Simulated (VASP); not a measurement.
Here is a VASP 6.6.1 calculation.

INCAR

```
SYSTEM = V
ALGO     = Normal         ! electronic algorithm
EDIFF    = 1E-6           ! SCF threshold, eV
ENCUT    = 520            ! plane-wave cutoff, eV
ISIF     = 2              ! what is computed and relaxed
ISMEAR   = -1             ! smearing method
LASPH    = .True.         ! aspherical terms in the spheres
LCHARG   = .False.        ! write CHGCAR
LREAL    = .False.        ! projectors in reciprocal space
LWAVE    = .False.        ! write WAVECAR
NBANDS   = 12             ! bands
NELM     = 100            ! most SCF steps
PREC     = Accurate       ! precision mode
SIGMA    = 0.03           ! smearing width, eV
```

The input KPOINTS:

```
k-points
0
Gamma
  15 15 15
  0 0 0
```

Contents of POSCAR:

```
V
1.0
   -1.4636513664      1.4636513664      1.4636513664
    1.4636513664     -1.4636513664      1.4636513664
    1.4636513664      1.4636513664     -1.4636513664
V
1
Direct
    0.0000000000      0.0000000000      0.0000000000
```

Potentials or basis: VASP PAW LDA potentials, release 64 (V_sv).

Run with:

```console
$ cat potpaw_LDA.64/V_sv/POTCAR > POTCAR
$ mpirun -np 1 vasp_std > vasp.out
```

(1) What does it give for the pressure?

## Answers

(1) 0.2 GPa.
